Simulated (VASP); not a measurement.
Write the native input for VASP 6.6.1 that does the following.

| Item | Value |
| --- | --- |
| Task | relaxation of shape and atoms at fixed volume |
| Functional | PBE |
| Potentials or basis | VASP PAW PBE potentials, release 64 (Pb_d, Te) |
| Cutoff | 600 eV |
| k mesh | 10 × 10 × 8 |
| Occupations | gaussian, width 0.05 eV |
| Spin | no spin polarisation |
| Dipole correction | no |
| Further INCAR settings | ALGO = Normal; EDIFF = 1e-06; IBRION = 2; EDIFFG = -0.01; NSW = 60; ISIF = 4 |

The structure of TePb lies in POSCAR:

```
TePb
1.0
    4.6280279756      0.0000000000      0.0000000000
   -2.3140139878      4.0079897963      0.0000000000
    0.0000000000      0.0000000000      4.2718489330
Pb Te
1 1
Direct
    0.0000000000      0.0000000000      0.0000000000
    0.6666666667      0.3333333333      0.5000000000
```

This cell differs from its parent crystal: volume scaled by 1.100.

The input as run:

INCAR

```
SYSTEM = TePb
PREC     = Accurate       ! precision mode
ENCUT    = 600            ! plane-wave cutoff, eV
EDIFF    = 1E-6           ! SCF threshold, eV
ISMEAR   = 0              ! smearing method
SIGMA    = 0.05           ! smearing width, eV
LREAL    = .FALSE.        ! projectors in reciprocal space
LASPH    = .TRUE.         ! aspherical terms in the spheres
NELM     = 60             ! most SCF steps
ALGO     = Normal         ! electronic algorithm
ISIF     = 4              ! what is computed and relaxed
LWAVE    = .FALSE.        ! write WAVECAR
LCHARG   = .FALSE.        ! write CHGCAR
GGA      = PE             ! functional
IBRION   = 2              ! ionic algorithm
NSW      = 60             ! ionic steps
EDIFFG   = -0.01          ! ionic threshold
```

KPOINTS

```
regular mesh
0
G
  10 10 8
  0 0 0
```

Potentials or basis: VASP PAW PBE potentials, release 64 (Pb_d, Te).

The run is started by

```sh
$ cat potpaw_PBE.64/Pb_d/POTCAR potpaw_PBE.64/Te/POTCAR > POTCAR
$ mpirun -np 1 vasp_std > vasp.out
```

Results of the run:

```
Energy gained by relaxing : 0.2 meV/atom
Ionic steps               : 3
Pressure after relaxing   : -2.7 GPa
Band gap on the k mesh    : zero (band 10 reaches 4.08 eV, above the bottom of band 11 at 3.98 eV)
```

Caveat: spin-orbit coupling is left out, which moves the levels of the heavy elements.

Wall time 82 s on 1 thread of AMD EPYC 9R45 96-Core Processor (Zen 5) (shared host), peak memory 0.27 GiB.
